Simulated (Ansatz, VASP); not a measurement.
# One calculation of Li6I2NCl, two programs

File INCAR:

```
SYSTEM = Li6I2NCl
PREC = Accurate
ENCUT = 520
EDIFF = 1E-6
ISMEAR = 0
SIGMA = 0.001
LREAL = .FALSE.
LASPH = .TRUE.
NELM = 60
ALGO = Normal
ISIF = 2
LWAVE = .FALSE.
LCHARG = .FALSE.
NBANDS = 33
```

File KPOINTS:

```
regular mesh
0
G
  4 4 4
  0 0 0
```

POSCAR

```
Li6I2NCl
1.0
    0.0000000000      4.6574680000      4.6574680000
    4.6574680000      0.0000000000      4.6574680000
    4.6574680000      4.6574680000      0.0000000000
Cl I N Li
1 2 1 6
Direct
    0.0000000000      0.0000000000      0.0000000000
    0.7500000000      0.7500000000      0.7500000000
    0.2500000000      0.2500000000      0.2500000000
    0.5000000000      0.5000000000      0.5000000000
    0.6834000000      0.3166000000      0.6834000000
    0.6834000000      0.3166000000      0.3166000000
    0.3166000000      0.6834000000      0.3166000000
    0.3166000000      0.6834000000      0.6834000000
    0.6834000000      0.6834000000      0.3166000000
    0.3166000000      0.3166000000      0.6834000000
```

Input for Ansatz:

```yaml
crystal:
  lattice:
    - [0.0, 4.657468, 4.657468]
    - [4.657468, 0.0, 4.657468]
    - [4.657468, 4.657468, 0.0]
  atoms:
    - { symbol: Cl, position: [0.0, 0.0, 0.0] }
    - { symbol: I, position: [0.75, 0.75, 0.75] }
    - { symbol: I, position: [0.25, 0.25, 0.25] }
    - { symbol: "N", position: [0.5, 0.5, 0.5] }
    - { symbol: Li, position: [0.6834, 0.3166, 0.6834] }
    - { symbol: Li, position: [0.6834, 0.3166, 0.3166] }
    - { symbol: Li, position: [0.3166, 0.6834, 0.3166] }
    - { symbol: Li, position: [0.3166, 0.6834, 0.6834] }
    - { symbol: Li, position: [0.6834, 0.6834, 0.3166] }
    - { symbol: Li, position: [0.3166, 0.3166, 0.6834] }
  symmetry: { tolerance: 0.0003 }
kpoints:
  mp_grid: { grid: [4, 4, 4], shift: [0, 0, 0] }
magnetization:
  spin_polarized: false
scf:
  occupations: { method: gaussian, width: 0.001 }
hamiltonian:
  pseudopotentials: { kind: paw }
  xc: lda
basis:
  ecutwfc: 420
output:
  forces: true
  stress: true
  eigenvalues: true
  write_density: true
  write_potential: true
  elf: true
  volumetric_format: npy
```

Alike in both runs: task single point; functional LDA; k mesh 4 × 4 × 4; occupations gaussian, width 0.001 eV; no spin polarisation.

|  | VASP | Ansatz |
| --- | --- | --- |
| version | VASP 6.6.1 | Ansatz 0.2.0 |
| potentials or method | VASP PAW LDA potentials, release 64 (Cl, I, N, Li_sv), cutoff 520 eV | PAW plane waves |
| valence electrons in the cell | 44 | 64 |

|  | VASP | Ansatz | Ansatz less VASP |
| --- | --- | --- | --- |
| gap on the k mesh at the Fermi level (eV) | 2.95 | 2.93 | -0.016 |
| rms of the force components (eV/Å) | 1.107 | 1.082 | -0.0244 |

LDA's correlation is that of Perdew and Zunger in VASP and of Perdew and Wang (1992) in Ansatz. Atom by atom the forces differ by 0.024 eV/Å (rms over components). VASP's potentials hold 44 valence electrons a cell and Ansatz's 64, so a difference there can come from the potentials and not from the codes.

Spin-orbit coupling is off throughout. Noted on VASP's run: the cutoff is short for stress, so the pressure is rough.
